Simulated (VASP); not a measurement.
# LaAgCO4 (P4/nmm) in VASP: single point with PBE

Aim: the single point of LaAgCO4 with PBE.

All numbers are computed with VASP 6.6.1; they aren't measurements. Logs are shortened: lines on timing, memory, paths and dates and some standing lists are left out, and cuts for length are marked.

## (1) The cell of the first run

Symmetry: P4/nmm, No. 129, tetragonal system. The conventional cell has a = 3.629 Å, b = 3.629 Å, c = 12.855 Å, α = 90.00°, β = 90.00°, γ = 90.00°. Within 2.6 Å of O (site symmetry 2mm) lie 2 C at 1.87 Å and 2 La at 2.48 Å and 4 O at 2.57 Å. Within 3.3 Å of O (site symmetry 4mm) lie 5 La at 2.39 to 2.60 Å and 1 C at 2.56 Å and 8 O at 2.78 to 3.24 Å. Within 2.3 Å of O (site symmetry 4mm) lie 1 C at 1.65 Å and 1 Ag at 2.27 Å. Within 3.0 Å of Ag (site symmetry 4mm) lie 9 O at 2.27 to 2.92 Å. La (site symmetry 4mm) has 9 O at 2.39 to 2.60 Å within 3.2 Å. Within 2.2 Å of C (site symmetry 4mm) lie 5 O at 1.65 to 1.87 Å.

## (2) Single point, PBE

File INCAR:

```
ALGO = Normal
EDIFF = 1E-6
ENCUT = 520
GGA = PE
ISIF = 2
ISMEAR = -1
LASPH = T
LCHARG = F
LREAL = F
LWAVE = F
NBANDS = 63
NELM = 80
PREC = Accurate
SIGMA = 0.1
```

File KPOINTS:

```
k-points
0
Gamma
  9 9 3
```

File POSCAR:

```
LaAgCO4
1.0
    3.6285150000      0.0000000000      0.0000000000
    0.0000000000      3.6285150000      0.0000000000
    0.0000000000      0.0000000000     12.8550260000
O Ag La C
8 2 2 2
Direct
    0.0000000000      0.0000000000      0.2410000000
    0.5000000000      0.5000000000      0.2410000000
    0.5000000000      0.5000000000      0.7590000000
    0.0000000000      0.0000000000      0.7590000000
    0.0000000000      0.5000000000      0.0770000000
    0.5000000000      0.0000000000      0.9230000000
    0.0000000000      0.5000000000      0.4040000000
    0.5000000000      0.0000000000      0.5960000000
    0.0000000000      0.5000000000      0.5806000000
    0.5000000000      0.0000000000      0.4194000000
    0.0000000000      0.5000000000      0.8908000000
    0.5000000000      0.0000000000      0.1092000000
    0.0000000000      0.5000000000      0.2760000000
    0.5000000000      0.0000000000      0.7240000000
```

Potentials or basis: VASP PAW PBE potentials, release 64 (O, Ag, La, C).

Started as:

```sh
> cat potpaw_PBE.64/O/POTCAR potpaw_PBE.64/Ag/POTCAR potpaw_PBE.64/La/POTCAR potpaw_PBE.64/C/POTCAR > POTCAR
> mpirun -np 1 vasp_std > vasp.out
```

OUTCAR:

```text
EDIFF = 1E-6
   ENCUT = 520
   GGA = PE
   ISIF = 2
   ISMEAR = -1
   LASPH = T
   LREAL = F
   NELM = 80
   PREC = Accurate

 ion  position               nearest neighbor table
   1  0.000  0.000  0.241-  13 1.87  13 1.87  12 2.48  12 2.48
   2  0.500  0.500  0.241-  13 1.87  13 1.87  12 2.48  12 2.48
   3  0.500  0.500  0.759-  14 1.87  14 1.87  11 2.48  11 2.48
   4  0.000  0.000  0.759-  14 1.87  14 1.87  11 2.48  11 2.48
   5  0.000  0.500  0.077-  11 2.39  12 2.60  12 2.60  12 2.60  12 2.60
   6  0.500  0.000  0.923-  12 2.39  11 2.60  11 2.60  11 2.60  11 2.60
   7  0.000  0.500  0.404-  13 1.65   9 2.27  10 2.57  10 2.57  10 2.57  10 2.57
   8  0.500  0.000  0.596-  14 1.65  10 2.27   9 2.57   9 2.57   9 2.57   9 2.57
   9  0.000  0.500  0.581-   7 2.27   8 2.57   8 2.57   8 2.57   8 2.57  10 3.30  10 3.30  10 3.30
                            10 3.30
  10  0.500  0.000  0.419-   8 2.27   7 2.57   7 2.57   7 2.57   7 2.57   9 3.30   9 3.30   9 3.30
                             9 3.30
  11  0.000  0.500  0.891-   5 2.39   4 2.48   3 2.48   4 2.48   3 2.48   6 2.60   6 2.60   6 2.60
                             6 2.60
  12  0.500  0.000  0.109-   6 2.39   2 2.48   1 2.48   2 2.48   1 2.48   5 2.60   5 2.60   5 2.60
                             5 2.60
  13  0.000  0.500  0.276-   7 1.65   2 1.87   1 1.87   1 1.87   2 1.87
  14  0.500  0.000  0.724-   8 1.65   4 1.87   3 1.87   3 1.87   4 1.87

  LATTYP: Found a simple tetragonal cell.
 ALAT       =     3.6285150000
 C/A-ratio  =     3.5427787952

  Lattice vectors:

 A1 = (   3.6285150000,   0.0000000000,   0.0000000000)
 A2 = (   0.0000000000,   3.6285150000,   0.0000000000)
 A3 = (   0.0000000000,   0.0000000000,  12.8550260000)

Analysis of symmetry for initial positions (statically):
=====================================================================
 Subroutine PRICEL returns:
 Original cell was already a primitive cell.

 Routine SETGRP: Setting up the symmetry group for a
 simple tetragonal supercell.

 Subroutine GETGRP returns: Found 16 space group operations
 (whereof  8 operations were pure point group operations)
 out of a pool of 16 trial point group operations.

The static configuration has the point symmetry D_2d.
 The point group associated with its full space group is D_4h.

Analysis of symmetry for dynamics (positions and initial velocities):
=====================================================================
 Subroutine PRICEL returns:
 Original cell was already a primitive cell.

 Routine SETGRP: Setting up the symmetry group for a
 simple tetragonal supercell.

 Subroutine GETGRP returns: Found 16 space group operations
 (whereof  8 operations were pure point group operations)
 out of a pool of 16 trial point group operations.

The dynamic configuration has the point symmetry D_2d.
 The point group associated with its full space group is D_4h.

 Subroutine INISYM returns: Found 16 space group operations
 (whereof  8 operations are pure point group operations),
 and found     1 'primitive' translations

----------------------------------------------------------------------------------------

                                     Primitive cell

  volume of cell :     169.2508

  direct lattice vectors                    reciprocal lattice vectors
     3.628515000  0.000000000  0.000000000     0.275594837  0.000000000  0.000000000
     0.000000000  3.628515000  0.000000000     0.000000000  0.275594837  0.000000000
     0.000000000  0.000000000 12.855026000     0.000000000  0.000000000  0.077790586

  length of vectors
     3.628515000  3.628515000 12.855026000     0.275594837  0.275594837  0.077790586

  position of ions in fractional coordinates (direct lattice)
     0.000000000  0.000000000  0.241000000
     0.500000000  0.500000000  0.241000000
     0.500000000  0.500000000  0.759000000
     0.000000000  0.000000000  0.759000000
     0.000000000  0.500000000  0.077000000
     0.500000000  0.000000000  0.923000000
     0.000000000  0.500000000  0.404000000
     0.500000000  0.000000000  0.596000000
     0.000000000  0.500000000  0.580600000
     0.500000000  0.000000000  0.419400000
     0.000000000  0.500000000  0.890800000
     0.500000000  0.000000000  0.109200000
     0.000000000  0.500000000  0.276000000
     0.500000000  0.000000000  0.724000000

[... 30 lines left out ...]
     0.000000000  0.000000000  0.025930195     0.000000000  0.000000000  0.333333333

  Length of vectors
     0.030621649  0.030621649  0.025930195

  Shift w.r.t. Gamma in fractional coordinates (k-lattice)
     0.000000000  0.000000000  0.000000000

 Subroutine IBZKPT returns following result:
 ===========================================

 Found     30 irreducible k-points:

 Following reciprocal coordinates:
            Coordinates               Weight
  0.000000  0.000000  0.000000      1.000000
  0.111111  0.000000  0.000000      4.000000
  0.222222  0.000000  0.000000      4.000000
  0.333333  0.000000  0.000000      4.000000
  0.444444  0.000000  0.000000      4.000000
  0.111111  0.111111  0.000000      4.000000
[... 16 lines left out ...]
  0.333333  0.111111  0.333333     16.000000
  0.444444  0.111111  0.333333     16.000000
 [... further k-points ...]
   k-points           NKPTS =     30   k-points in BZ     NKDIM =     30   number of bands    NBANDS=     63
   number of dos      NEDOS =    301   number of ions     NIONS =     14
   total plane-waves  NPLWV =  75264
   dimension x,y,z NGX =    28 NGY =   28 NGZ =   96
   dimension x,y,z NGXF=    56 NGYF=   56 NGZF=  192
   ions per type =               8   2   2   2
   NGX,Y,Z   is equivalent  to a cutoff of  12.83, 12.83, 12.42 a.u.
   NGXF,Y,Z  is equivalent  to a cutoff of  25.66, 25.66, 24.83 a.u.
 SYSTEM =  unknown system
   PREC   = accura    normal or accurate (medium, high low for compatibility)
   ISTART =      0    job   : 0-new  1-cont  2-samecut
   ICHARG =      2    charge: 1-file 2-atom 10-const
   ISPIN  =      1    spin polarized calculation?
   LNONCOLLINEAR =      F non collinear calculations
   LSORBIT =      F    spin-orbit coupling
   LASPH  =      T    aspherical Exc in radial PAW
   ENCUT  =  520.0 eV  38.22 Ry    6.18 a.u.   6.75  6.75 23.90*2*pi/ulx,y,z
   NELM   =     80;   NELMIN=  2; NELMDL= -5     # of ELM steps
   EDIFF  = 0.1E-05   stopping-criterion for ELM
   LREAL  =      F    real-space projection
   EDIFFG = 0.1E-04   stopping-criterion for IOM
   NSW    =      0    number of steps for IOM
   IBRION =     -1    ionic relax: 0-MD 1-quasi-New 2-CG
   NFREE  =      0    steps in history (QN), initial steepest desc. (CG)
   ISIF   =      2    stress and relaxation
   ISYM   =      2    0-nonsym 1-usesym 2-fastsym
   POTIM  = 0.5000    time-step for ionic-motion
   TEBEG  =    0.0;   TEEND  =   0.0 temperature during run
   PSTRESS=    0.0 pullay stress
   NELECT =     100.0000    total number of electrons
   NUPDOWN=      -1.0000    fix difference up-down
   EMIN   =  10.00;   EMAX   =-10.00  energy-range for DOS
   EFERMI =   0.00;   METHOD = LEGACY
   ISMEAR =    -1;   SIGMA  =   0.10  broadening in eV -4-tet -1-fermi 0-gaus
   EFERMI_NEDOS =   21; number of points for ismear=-14 and -15
   IALGO  =     38    algorithm
   IMIX   =      4    mixing-type and parameters
     AMIX     =   0.40;   BMIX     =  1.00
     AMIX_MAG =   1.60;   BMIX_MAG =  1.00
  volume/ion in A,a.u.               =      12.09        81.58
  Fermi-wavevector in a.u.,A,eV,Ry     =   1.373719  2.595952 25.675606  1.887104
  Thomas-Fermi vector in A             =   2.499211
   LORBIT       =      0    0 simple, 1 ext, 2 COOP (PROOUT), +10 PAW based schemes
   GGA     = PE    functional components
   LHFCALC =     F    Hartree Fock is set to
   AEXX    =    0.0000 exact exchange contribution
   IVDW    =     0    specifies the selected vdW correction
   LEPSILON=     F    determine dielectric tensor
   LRPA    =     F    only Hartree local field effects (RPA)
 non-spin polarized calculation
  energy-cutoff  :      520.00
  volume of cell :      169.25
 maximum number of plane-waves:      4591
 NGX is ok and might be reduce to    28
   NGX = 13   NGY = 13   NGZ = 47

 number of electron     100.0000043 magnetization

 Free energy of the ion-electron system (eV)
  ---------------------------------------------------
  ext. energy  EPLUGINS =         0.00000000
  ---------------------------------------------------
  free energy    TOTEN  =       -83.92035425 eV

  energy without entropy =      -83.69915769  energy(sigma->0) =      -83.80975597

 E-fermi :   5.4629     XC(G=0): -11.3129

 val. band max:        5.4421537501   @ k =   0.2222   0.0000   0.0000
 cond. band min:       5.4633298590   @ k =   0.2222   0.1111   0.0000
 fundamental gap:      0.0211761090
 Fermi energy:         5.4629319799

 k-point     1 :       0.0000    0.0000    0.0000
  band No.  band energies     occupation
      1     -24.5060      2.00000
      2     -24.3352      2.00000
      3     -13.7766      2.00000
      4     -13.7367      2.00000
      5     -12.1232      2.00000
      6     -12.0148      2.00000
[... 1549 lines left out ...]
     61      10.6900      0.00000
     62      10.7036      0.00000

 [... further k-points ...]

 [bands above 62 left out]

------------------------ aborting loop because EDIFF is reached ----------------------------------------

  FORCE on cell =-STRESS in cart. coord.  units (eV):
  Direction    XX          YY          ZZ          XY          YZ          ZX
  --------------------------------------------------------------------------------------
  -------------------------------------------------------------------------------------
  Total       -8.2569680     -8.2569680     -3.9149393      0.0000000      0.0000000      0.0000000
  in kB      -78.1628491    -78.1628491    -37.0599484      0.0000000      0.0000000      0.0000000
  external PRESSURE =     -64.4618822 kB  Pullay stress =       0.0000000 kB

 VOLUME and BASIS-vectors are now :
 -----------------------------------------------------------------------------
  energy-cutoff  :      520.00
  volume of cell :      169.25
      direct lattice vectors                 reciprocal lattice vectors
     3.628515000  0.000000000  0.000000000     0.275594837  0.000000000  0.000000000
     0.000000000  3.628515000  0.000000000     0.000000000  0.275594837  0.000000000
     0.000000000  0.000000000 12.855026000     0.000000000  0.000000000  0.077790586

 POSITION                                       TOTAL-FORCE (eV/Angst)
 -----------------------------------------------------------------------------------
      0.00000      0.00000      3.09806        -0.000000     -0.000000      0.636696
      1.81426      1.81426      3.09806        -0.000000      0.000000      0.636696
      1.81426      1.81426      9.75696        -0.000000      0.000000     -0.636696
      0.00000      0.00000      9.75696        -0.000000     -0.000000     -0.636696
      0.00000      1.81426      0.98984         0.000000      0.000000     -0.855198
      1.81426      0.00000     11.86519        -0.000000     -0.000000      0.855198
      0.00000      1.81426      5.19343        -0.000000     -0.000000     -4.482779
      1.81426      0.00000      7.66160         0.000000     -0.000000      4.482779
      0.00000      1.81426      7.46363        -0.000000     -0.000000      0.704366
      1.81426      0.00000      5.39140         0.000000     -0.000000     -0.704366
      0.00000      1.81426     11.45126        -0.000000     -0.000000     -0.869656
      1.81426      0.00000      1.40377         0.000000     -0.000000      0.869656
      0.00000      1.81426      3.54799        -0.000000     -0.000000      3.979833
      1.81426      0.00000      9.30704        -0.000000      0.000000     -3.979833
 -----------------------------------------------------------------------------------
    total drift:                                0.000000      0.000000      0.000000

  FREE ENERGIE OF THE ION-ELECTRON SYSTEM (eV)
  ---------------------------------------------------
  free  energy   TOTEN  =       -83.9203542482 eV

  energy  without entropy=      -83.6991576857  energy(sigma->0) =      -83.80975597
```

Wall time 17 min (1 thread of AMD EPYC, shared host); peak memory 0.42 GiB.

Results:

- Free energy: -83.9204 eV
- Pressure: -6.4 GPa
- Largest force: 4.483 eV/Å
- Band gap on the k mesh: zero (bands 50 and 51 overlap by 0.62 eV)

Forces in eV/Å, atoms in the order of the input:
```
O    0.000  0.000  0.637
O    0.000  0.000  0.637
O    0.000  0.000 -0.637
O    0.000  0.000 -0.637
O    0.000  0.000 -0.855
O    0.000  0.000  0.855
O    0.000  0.000 -4.483
O    0.000  0.000  4.483
Ag   0.000  0.000  0.704
Ag   0.000  0.000 -0.704
La   0.000  0.000 -0.870
La   0.000  0.000  0.870
C    0.000  0.000  3.980
C    0.000  0.000 -3.980
```

Stress tensor (GPa, compression positive):
```
-7.82  0.00  0.00
 0.00 -7.82  0.00
 0.00  0.00 -3.71
```

Caveat: the cell stands under tension; spin-orbit coupling is left out, which moves the levels of the heavy elements; forces of over 1 eV/Å act on the atoms, so gaps and moduli don't describe the material at rest.
